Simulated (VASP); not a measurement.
# Zn (P6_3/mmc) in VASP: notebook

Zn is run at these levels: PBEsol; tasks: relaxation of shape and atoms at fixed volume.

All numbers are computed with VASP 6.6.1; they aren't measurements. Logs are shortened: lines on timing, memory, paths and dates and some standing lists are left out, and cuts for length are marked.

### 1 The cell of the first run

It takes space group P6_3/mmc (No. 194, hexagonal). Conventional cell: a = 2.564 Å, b = 2.564 Å, c = 4.705 Å, α = 90.00°, β = 90.00°, γ = 120.00°. Within 3.4 Å of Zn (site symmetry -6m2) lie 12 Zn at 2.56 to 2.78 Å.

### 2 Relaxation of shape and atoms at fixed volume, PBEsol (13.39 Å³/atom)

File INCAR:

```
SYSTEM = Zn
PREC = Accurate
ENCUT = 600
EDIFF = 1E-6
ISMEAR = 0
SIGMA = 0.1
LREAL = .FALSE.
LASPH = .TRUE.
NELM = 80
ALGO = Normal
ISIF = 4
LWAVE = .FALSE.
LCHARG = .FALSE.
GGA = PS
IBRION = 2
NSW = 50
EDIFFG = -0.01
```

File KPOINTS:

```
regular mesh
0
G
  18 18 8
  0 0 0
```

File POSCAR:

```
Zn
1.0
    2.5640357779      0.0000000000      0.0000000000
   -1.2820178890      2.2205201199      0.0000000000
    0.0000000000      0.0000000000      4.7047484429
Zn
2
Direct
    0.3333333333      0.6666666667      0.2500000000
    0.6666666667      0.3333333333      0.7500000000
```

Potentials or basis: VASP PAW PBE potentials, release 64 (Zn).

The run is started by

```console
cat potpaw_PBE.64/Zn/POTCAR > POTCAR
mpirun -np 1 vasp_std > vasp.out
```

OUTCAR:

```text
SYSTEM = Zn
   PREC = Accurate
   ENCUT = 600
   EDIFF = 1E-6
   ISMEAR = 0
   LREAL = .FALSE.
   LASPH = .TRUE.
   NELM = 80
   ISIF = 4
   GGA = PS
   IBRION = 2
   NSW = 50
   EDIFFG = -0.01

 ion  position               nearest neighbor table
   1  0.333  0.667  0.250-   2 2.78   2 2.78   2 2.78   2 2.78   2 2.78   2 2.78
   2  0.667  0.333  0.750-   1 2.78   1 2.78   1 2.78   1 2.78   1 2.78   1 2.78

  LATTYP: Found a hexagonal cell.
 ALAT       =     2.5640357779
 C/A-ratio  =     1.8348996857

  Lattice vectors:

 A1 = (   2.5640357779,   0.0000000000,   0.0000000000)
 A2 = (  -1.2820178890,   2.2205201199,   0.0000000000)
 A3 = (   0.0000000000,   0.0000000000,   4.7047484429)

Analysis of symmetry for initial positions (statically):
=====================================================================
 Subroutine PRICEL returns:
 Original cell was already a primitive cell.

 Routine SETGRP: Setting up the symmetry group for a
 hexagonal supercell.

 Subroutine GETGRP returns: Found 24 space group operations
 (whereof 12 operations were pure point group operations)
 out of a pool of 24 trial point group operations.

The static configuration has the point symmetry D_3d.
 The point group associated with its full space group is D_6h.

Analysis of symmetry for dynamics (positions and initial velocities):
=====================================================================
 Subroutine PRICEL returns:
 Original cell was already a primitive cell.

 Routine SETGRP: Setting up the symmetry group for a
 hexagonal supercell.

 Subroutine GETGRP returns: Found 24 space group operations
 (whereof 12 operations were pure point group operations)
 out of a pool of 24 trial point group operations.

The dynamic configuration has the point symmetry D_3d.
 The point group associated with its full space group is D_6h.

 Subroutine INISYM returns: Found 24 space group operations
 (whereof 12 operations are pure point group operations),
 and found     1 'primitive' translations

----------------------------------------------------------------------------------------

                                     Primitive cell

  volume of cell :      26.7865

  direct lattice vectors                    reciprocal lattice vectors
     2.564035778  0.000000000  0.000000000     0.390010158  0.225172470  0.000000000
    -1.282017889  2.220520120  0.000000000     0.000000000  0.450344940  0.000000000
     0.000000000  0.000000000  4.704748443     0.000000000  0.000000000  0.212551215

  length of vectors
     2.564035778  2.564035778  4.704748443     0.450344940  0.450344940  0.212551215

  position of ions in fractional coordinates (direct lattice)
     0.333333333  0.666666667  0.250000000
     0.666666667  0.333333333  0.750000000

  ion indices of the primitive-cell ions
   primitive index   ion index
                 1           1
                 2           2

----------------------------------------------------------------------------------------

 KPOINTS: regular mesh

Automatic generation of k-mesh.
 Grid dimensions read from file:
 generate k-points for:   18   18    8

 Generating k-lattice:

  Cartesian coordinates                     Fractional coordinates (reciprocal lattice)
     0.021667231  0.012509582  0.000000000     0.055555556  0.000000000  0.000000000
     0.000000000  0.025019163  0.000000000     0.000000000  0.055555556  0.000000000
     0.000000000  0.000000000  0.026568902     0.000000000  0.000000000  0.125000000

  Length of vectors
     0.025019163  0.025019163  0.026568902

  Shift w.r.t. Gamma in fractional coordinates (k-lattice)
     0.000000000  0.000000000  0.000000000

 Subroutine IBZKPT returns following result:
 ===========================================

 Found    185 irreducible k-points:

 Following reciprocal coordinates:
            Coordinates               Weight
  0.000000  0.000000  0.000000      1.000000
  0.055556  0.000000  0.000000      6.000000
  0.111111  0.000000  0.000000      6.000000
  0.166667  0.000000  0.000000      6.000000
  0.222222  0.000000  0.000000      6.000000
  0.277778  0.000000  0.000000      6.000000
[... 16 lines left out ...]
  0.333333  0.111111  0.000000     12.000000
  0.388889  0.111111  0.000000     12.000000
 [... further k-points ...]
   k-points           NKPTS =    185   k-points in BZ     NKDIM =    185   number of bands    NBANDS=     16
   number of dos      NEDOS =    301   number of ions     NIONS =      2
   total plane-waves  NPLWV =  16000
   dimension x,y,z NGX =    20 NGY =   20 NGZ =   40
   dimension x,y,z NGXF=    40 NGYF=   40 NGZF=   80
   ions per type =               2
   NGX,Y,Z   is equivalent  to a cutoff of  12.97, 12.97, 14.13 a.u.
   NGXF,Y,Z  is equivalent  to a cutoff of  25.94, 25.94, 28.27 a.u.
 SYSTEM =  Zn
   PREC   = accura    normal or accurate (medium, high low for compatibility)
   ISTART =      0    job   : 0-new  1-cont  2-samecut
   ICHARG =      2    charge: 1-file 2-atom 10-const
   ISPIN  =      1    spin polarized calculation?
   LNONCOLLINEAR =      F non collinear calculations
   LSORBIT =      F    spin-orbit coupling
   LASPH  =      T    aspherical Exc in radial PAW
   ENCUT  =  600.0 eV  44.10 Ry    6.64 a.u.   5.12  5.12  9.40*2*pi/ulx,y,z
   NELM   =     80;   NELMIN=  2; NELMDL= -5     # of ELM steps
   EDIFF  = 0.1E-05   stopping-criterion for ELM
   LREAL  =      F    real-space projection
   EDIFFG = -.1E-01   stopping-criterion for IOM
   NSW    =     50    number of steps for IOM
   IBRION =      2    ionic relax: 0-MD 1-quasi-New 2-CG
   NFREE  =      1    steps in history (QN), initial steepest desc. (CG)
   ISIF   =      4    stress and relaxation
   ISYM   =      2    0-nonsym 1-usesym 2-fastsym
   POTIM  = 0.5000    time-step for ionic-motion
   TEBEG  =    0.0;   TEEND  =   0.0 temperature during run
   PSTRESS=    0.0 pullay stress
   NELECT =      24.0000    total number of electrons
   NUPDOWN=      -1.0000    fix difference up-down
   EMIN   =  10.00;   EMAX   =-10.00  energy-range for DOS
   EFERMI =   0.00;   METHOD = LEGACY
   ISMEAR =     0;   SIGMA  =   0.10  broadening in eV -4-tet -1-fermi 0-gaus
   EFERMI_NEDOS =   21; number of points for ismear=-14 and -15
   IALGO  =     38    algorithm
   IMIX   =      4    mixing-type and parameters
     AMIX     =   0.40;   BMIX     =  1.00
     AMIX_MAG =   1.60;   BMIX_MAG =  1.00
  volume/ion in A,a.u.               =      13.39        90.38
  Fermi-wavevector in a.u.,A,eV,Ry     =   1.578242  2.982444 33.890029  2.490847
  Thomas-Fermi vector in A             =   2.678802
   LORBIT       =      0    0 simple, 1 ext, 2 COOP (PROOUT), +10 PAW based schemes
   GGA     = PS    functional components
   LHFCALC =     F    Hartree Fock is set to
   AEXX    =    0.0000 exact exchange contribution
   IVDW    =     0    specifies the selected vdW correction
   LEPSILON=     F    determine dielectric tensor
   LRPA    =     F    only Hartree local field effects (RPA)
 conjugate gradient relaxation of ions
 non-spin polarized calculation
 Gauss-broadening in eV      SIGMA  =   0.10
  energy-cutoff  :      600.00
  volume of cell :       26.79
 maximum number of plane-waves:       907
   NGX = 11   NGY = 11   NGZ = 19

--------------------------------------- Ionic step        1  -------------------------------------------

 number of electron      24.0000001 magnetization

 Free energy of the ion-electron system (eV)
  ---------------------------------------------------
  ext. energy  EPLUGINS =         0.00000000
  ---------------------------------------------------
  free energy    TOTEN  =        -3.13988897 eV

  energy without entropy =       -3.13776466  energy(sigma->0) =       -3.13882682

------------------------ aborting loop because EDIFF is reached ----------------------------------------

  FORCE on cell =-STRESS in cart. coord.  units (eV):
  Direction    XX          YY          ZZ          XY          YZ          ZX
  --------------------------------------------------------------------------------------
  -------------------------------------------------------------------------------------
  Total        1.1491435      1.1491435      0.9075016     -0.0000000     -0.0000000     -0.0000000
  in kB       68.7336889     68.7336889     54.2803669     -0.0000000     -0.0000000     -0.0000000
  external PRESSURE =      63.9159149 kB  Pullay stress =       0.0000000 kB
[... 57 lines left out ...]
  energy  without entropy=       -3.1387816863  energy(sigma->0) =       -3.13971120

--------------------------------------- Ionic step        3  -------------------------------------------

 number of electron      24.0000006 magnetization

 Free energy of the ion-electron system (eV)
  ---------------------------------------------------
  ext. energy  EPLUGINS =         0.00000000
  ---------------------------------------------------
  free energy    TOTEN  =        -3.14093519 eV

  energy without entropy =       -3.13898392  energy(sigma->0) =       -3.13995956

 E-fermi :   4.0053     XC(G=0): -12.3899

 val. band max:        3.9724960725   @ k =   0.3333   0.2778   0.1250
 cond. band min:       4.0117168341   @ k =   0.3889   0.0000   0.0000
 fundamental gap:      0.0392207615
 Fermi energy:         4.0053118970

 k-point     1 :       0.0000    0.0000    0.0000
  band No.  band energies     occupation
      1      -7.5775      2.00000
      2      -5.2708      2.00000
      3      -4.3551      2.00000
      4      -4.1037      2.00000
      5      -4.1037      2.00000
      6      -4.0309      2.00000
[... 8 lines left out ...]
     15      22.5073      0.00000
     16      22.5073      0.00000
[... 420 lines left out ...]
  band No.  band energies     occupation
      1      -4.9011      2.00000
      2      -4.8003      2.00000
      3      -4.7112      2.00000
      4      -4.1017      2.00000
      5      -3.9894      2.00000
      6      -3.9482      2.00000
[... 8 lines left out ...]
     15      10.2463      0.00000
     16      11.1537      0.00000

 [... further k-points ...]
[... 5 lines left out ...]
  --------------------------------------------------------------------------------------
  -------------------------------------------------------------------------------------
  Total        1.0369538      1.0369538      1.0169476     -0.0000000     -0.0000000      0.0000000
  in kB       62.0232914     62.0232914     60.8266595     -0.0000000     -0.0000000      0.0000000
  external PRESSURE =      61.6244141 kB  Pullay stress =       0.0000000 kB
[... 17 lines left out ...]
  FREE ENERGIE OF THE ION-ELECTRON SYSTEM (eV)
  ---------------------------------------------------
  free  energy   TOTEN  =        -3.1409351922 eV

  energy  without entropy=       -3.1389839187  energy(sigma->0) =       -3.13995956

 reached required accuracy - stopping structural energy minimisation
```

Run time: 2.5 min. Hardware: 1 thread of Intel Xeon 8259CL, shared host; peak memory 0.2 GiB.

What came out:

```
Free energy               : -3.1409 eV
Energy gained by relaxing : 0.5 meV/atom
Ionic steps               : 3
Pressure after relaxing   : 6.2 GPa
Band gap on the k mesh    : zero (bands 12 and 13 overlap by 4.20 eV)
```

Stress tensor (GPa, compression positive):
```
6.20 0.00 0.00
0.00 6.20 0.00
0.00 0.00 6.08
```

Step by step:
```tsv
step	energy change (eV)	largest force (eV/Å)	pressure (GPa)	volume (Å³)
1	0.0000	0.0000	6.39	26.79
2	-0.0008	0.0000	6.29	26.79
3	-0.0010	0.0000	6.16	26.79
```

Final structure:
```cif
data_structure
_symmetry_space_group_name_H-M 'P 1'
_symmetry_Int_Tables_number 1
_cell_length_a 2.5745
_cell_length_b 2.5745
_cell_length_c 4.6666
_cell_angle_alpha 90.000
_cell_angle_beta 90.000
_cell_angle_gamma 120.000
_cell_volume 26.79
loop_
_atom_site_label
_atom_site_type_symbol
_atom_site_fract_x
_atom_site_fract_y
_atom_site_fract_z
_atom_site_occupancy
Zn1 Zn 0.33333 0.66667 0.25000 1
Zn2 Zn 0.66667 0.33333 0.75000 1
```

Caveat: the PAW data sets were made with another functional, which shifts forces and pressure a little.

### 3 Relaxation of shape and atoms at fixed volume, PBEsol (13.82 Å³/atom)

This run uses another cell than the first one, of 13.82 Å³/atom.

File INCAR:

```
SYSTEM = Zn
ALGO = Fast
EDIFF = 1E-6
EDIFFG = -0.01
ENCUT = 600
GGA = PS
IBRION = 2
ISIF = 4
ISMEAR = 0
LASPH = .True.
LCHARG = .False.
LREAL = .False.
LWAVE = .False.
NELM = 60
NSW = 50
PREC = Accurate
SIGMA = 0.1
```

File KPOINTS:

```
k-points
0
Gamma
  18 18 8
  0 0 0
```

File POSCAR:

```
Zn
1.0
    2.5664904317      0.0000000000      0.0000000000
   -1.2832452159      2.2226459124      0.0000000000
    0.0000000000      0.0000000000      4.8456177415
Zn
2
Direct
    0.3333333333      0.6666666667      0.2500000000
    0.6666666667      0.3333333333      0.7500000000
```

Potentials or basis: VASP PAW PBE potentials, release 64 (Zn).

The run is started by

```console
cat potpaw_PBE.64/Zn/POTCAR > POTCAR
mpirun -np 1 vasp_std > vasp.out
```

Wall time 4.6 min (1 thread of Intel Xeon 8259CL, shared host); peak memory 0.22 GiB.

The run converged. Its results:

```
Free energy               : -3.1644 eV
Energy gained by relaxing : 1.7 meV/atom
Ionic steps               : 5
Pressure after relaxing   : 2.8 GPa
Band gap on the k mesh    : zero (bands 12 and 13 overlap by 4.37 eV)
```

Step by step:
```tsv
step	energy change (eV)	largest force (eV/Å)	pressure (GPa)	volume (Å³)
1	0.0000	0.0000	3.52	27.64
2	-0.0013	0.0000	3.34	27.64
3	-0.0032	0.0000	2.97	27.64
4	-0.0033	0.0000	2.49	27.64
5	-0.0033	0.0000	2.78	27.64
```

Final structure:
```
Zn
1.0
     2.59417    0.00000    0.00000
    -1.29709    2.24662    0.00000
     0.00000    0.00000    4.74276
Zn
2
Direct
  0.33333 0.66667 0.25000
  0.66667 0.33333 0.75000
```

Levels at points of the mesh, in eV from the Fermi level:
| k point | band 9 | band 10 | band 11 | band 12 | band 13 | band 14 | band 15 | band 16 |
| --- | --- | --- | --- | --- | --- | --- | --- | --- |
| (0.00, 0.00, 0.00) | -7.61 | -7.34 | -7.34 | -4.20 | -2.90 | 14.92 | 18.23 | 18.54 |
| (0.50, 0.00, 0.00) | -7.15 | -7.12 | -3.34 | -2.43 | 2.84 | 3.50 | 4.65 | 5.84 |
| (0.00, 0.00, 0.50) | -7.45 | -7.45 | -7.45 | -7.45 | 5.08 | 5.08 | 19.69 | 19.69 |
| (0.50, 0.00, 0.50) | -7.13 | -7.13 | -2.33 | -2.33 | 0.16 | 0.16 | 10.86 | 10.86 |

Caveat: the PAW data sets were made with another functional, which shifts forces and pressure a little.

[end of part 1 of 2]
